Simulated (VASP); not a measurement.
Write the native input for VASP 6.6.1 that does the following.

```
Task                   : single point
Functional             : r2SCAN
Potentials or basis    : VASP PAW PBE potentials, release 64 (S, Li_sv)
Cutoff                 : 830 eV
k mesh                 : 6 × 6 × 6
Occupations            : gaussian, width 0.01 eV
Spin                   : no spin polarisation
Dipole correction      : no
Further INCAR settings : ALGO = Normal; EDIFF = 1e-06; NBANDS = 13
```

Crystal: Li2S.

```
S Li
1.0
     0.00000    2.87347    2.87347
     2.87347    0.00000    2.87347
     2.87347    2.87347    0.00000
S Li
1 2
Direct
  0.00000 0.00000 0.00000
  0.25000 0.25000 0.25000
  0.75000 0.75000 0.75000
```

The input as run:

POSCAR

```
Li2S
1.0
    0.0000000000      2.8734672933      2.8734672933
    2.8734672933      0.0000000000      2.8734672933
    2.8734672933      2.8734672933      0.0000000000
S Li
1 2
Direct
    0.0000000000      0.0000000000      0.0000000000
    0.2500000000      0.2500000000      0.2500000000
    0.7500000000      0.7500000000      0.7500000000
```

INCAR.step1

```
SYSTEM = Li2S
PREC = Accurate
ENCUT = 830
ISMEAR = 0
SIGMA = 0.01
LREAL = .False.
LASPH = .True.
NELM = 120
NBANDS = 13
GGA = PE
ALGO = Normal
EDIFF = 1E-5
LWAVE = .True.
LCHARG = .False.
GGA_COMPAT = .False.
```

INCAR.step2

```
SYSTEM = Li2S
PREC = Accurate
ENCUT = 830
EDIFF = 1E-6
ISMEAR = 0
SIGMA = 0.01
LREAL = .False.
LASPH = .True.
NELM = 120
ALGO = Normal
ISIF = 2
LWAVE = .False.
LCHARG = .False.
METAGGA = R2SCAN
LMIXTAU = .True.
NBANDS = 13
ISTART = 1
GGA_COMPAT = .False.
```

KPOINTS

```
regular mesh
0
Gamma
  6 6 6
  0 0 0
```

Potentials or basis: VASP PAW PBE potentials, release 64 (S, Li_sv).

Launch:

```console
$ cat potpaw_PBE.64/S/POTCAR potpaw_PBE.64/Li_sv/POTCAR > POTCAR
$ cp INCAR.step1 INCAR
$ mpirun -np 1 vasp_std > vasp.out
$ cp INCAR.step2 INCAR
$ mpirun -np 1 vasp_std > vasp.out
```

Results of the run:

```
Pressure               : -1.4 GPa
Band gap on the k mesh : 3.87 eV (least direct gap 4.89 eV)
```

Caveat: the PAW data sets were made with another functional, which shifts forces and pressure a little.

Run time: 2.9 min on 1 thread of Intel Xeon 8259CL, with other jobs on the host, peak memory 0.26 GiB.
